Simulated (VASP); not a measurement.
# YGe3Sb: relaxation of cell and atoms with PBE

The system is YGe3Sb.

```xyz
5
Lattice="4.6752 0.0000 0.0000 0.0000 4.6752 0.0000 0.0000 0.0000 4.6752" Properties=species:S:1:pos:R:3 pbc="T T T"
Y     0.0000    0.0000    0.0000
Ge    0.0000    2.3376    2.3376
Ge    2.3376    0.0000    2.3376
Ge    2.3376    2.3376    0.0000
Sb    2.3376    2.3376    2.3376
```

```
Program                : VASP 6.6.1
Task                   : relaxation of cell and atoms
Functional             : PBE
Potentials or basis    : VASP PAW PBE potentials, release 64 (Y_sv, Ge_d, Sb)
Cutoff                 : 600 eV
k mesh                 : 4 × 4 × 4
Occupations            : gaussian, width 0.1 eV
Spin                   : no spin polarisation
Dipole correction      : no
Further INCAR settings : ALGO = Normal; EDIFF = 1e-06; IBRION = 2; EDIFFG = -0.04; NSW = 90; ISIF = 3
```

```yaml
Relaxed_volume: 28.33 Å³/atom
Relaxed_cell: a = 5.213 Å, b = 5.213 Å, c = 5.213 Å, α = 90.00°, β = 90.00°, γ = 90.00°
Space_group_after_relaxing_to_0.05_Å: Pm-3m (No. 221)
Energy_gained_by_relaxing: 636.4 meV/atom
Ionic_steps: 3
Pressure_after_relaxing: -0.2 GPa
Band_gap_on_the_k_mesh: zero (band 29 reaches 5.88 eV, above the bottom of band 30 at 4.24 eV)
```

The path:
```csv
step,energy change (eV),largest force (eV/Å),pressure (GPa),volume (Å³)
1,0.0000,0.0000,34.82,102.19
2,-1.9350,0.0000,-7.48,182.96
3,-3.1819,0.0000,-0.19,141.66
```

Final structure:
```xyz
5
Lattice="5.2129 0.0000 0.0000 0.0000 5.2129 0.0000 0.0000 0.0000 5.2129" Properties=species:S:1:pos:R:3 pbc="T T T"
Y     0.0000    0.0000    0.0000
Ge    0.0000    2.6065    2.6065
Ge    2.6065    0.0000    2.6065
Ge    2.6065    2.6065    0.0000
Sb    2.6065    2.6065    2.6065
```

Levels at points of the mesh, in eV from the Fermi level:
```
           k point  band 25  band 26  band 27  band 28  band 29  band 30  band 31  band 32  band 33  band 34
(0.00, 0.00, 0.00)    -5.06    -4.63     0.80     0.80     0.80     0.90     0.90     0.90     1.03     1.03
(0.50, 0.00, 0.00)    -4.84    -1.53    -1.10    -0.61    -0.61     0.05     0.05     0.92     1.33     2.05
(0.50, 0.50, 0.00)    -3.40    -1.13    -1.13    -0.53    -0.53     1.27     1.37     1.46     1.89     4.38
(0.50, 0.50, 0.50)    -2.70    -2.70     0.44     1.45     1.45     1.45     1.89     2.20     2.20     2.20
```

Run time: 2 min on 1 thread of Intel(R) Xeon(R) 6975P-C (Granite Rapids), with other jobs on the host, peak memory 0.27 GiB.

Caveat: the volume moved by over 15 % at a fixed basis, so the end points are rough; spin-orbit coupling is left out, which moves the levels of the heavy elements.
